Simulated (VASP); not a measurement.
Set up this calculation in VASP 6.6.1, as the native input.

```
Task                   : single point
Functional             : PBE
Dispersion             : D3(BJ)
Potentials or basis    : VASP PAW PBE potentials, release 64 (Hf_pv, S)
Cutoff                 : 520 eV
k mesh                 : 3 × 3 × 3
Occupations            : gaussian, width 0.02 eV
Spin                   : no spin polarisation
Dipole correction      : no
Further INCAR settings : ALGO = Normal; EDIFF = 1e-07; NBANDS = 59
```

The structure of Hf4S9 (a cell with a defect) lies in POSCAR:

```
Hf4S9
1.0
    3.6058628313      0.0000000000     -5.7703876582
    3.6058628313      0.0000000000      5.7703876582
   -3.6058628313     -6.2455376290      0.0000000000
Hf S
4 9
Direct
    0.5249085171      0.4620394307     -0.0099330120
    0.9650528860      0.0354401255      0.0035843191
    0.4922656124      0.4935686444      0.5029282004
    1.0059433062      0.0076952957      0.5031158543
    0.8323295546      0.5246209386      0.3599586030
    0.2763568738      0.0418173454      0.3214158843
    0.8185413766      0.5856653413      0.8221532404
    0.2329962490      0.0001728964      0.8219330833
    0.6797471416      0.9065230668      0.1738870318
    0.2639827353      0.4908853418      0.1739863026
    0.6815264151      0.9612119572      0.6459813774
    0.2198059945      0.4557783555      0.6786432573
    0.7610396136      0.2875549603      0.0524177452
```

One way to write it, as run:

INCAR

```
  ALGO = Normal
  EDIFF = 1E-7
  ENCUT = 520
  GGA = PE
  ISIF = 2
  ISMEAR = 0
  IVDW = 12
  LASPH = T
  LCHARG = F
  LREAL = F
  LWAVE = F
  NBANDS = 59
  NELM = 100
  PREC = Accurate
  SIGMA = 0.02
```

KPOINTS

```
k-points
0
Gamma
  3 3 3
```

Potentials or basis: VASP PAW PBE potentials, release 64 (Hf_pv, S).

Command:

```console
$ cat potpaw_PBE.64/Hf_pv/POTCAR potpaw_PBE.64/S/POTCAR > POTCAR
$ mpirun -np 1 vasp_std > vasp.out
```

Results of the run:

* Pressure: 3.9 GPa
* Largest force: 0.748 eV/Å
* Band gap on the k mesh: 0.29 eV
* Dispersion energy per atom: -0.365 eV

Caveat: spin-orbit coupling is left out, which moves the levels of the heavy elements.

Wall time 3.6 min on 1 thread of AMD EPYC 9R45 96-Core Processor (Zen 5) (shared host), peak memory 0.44 GiB.
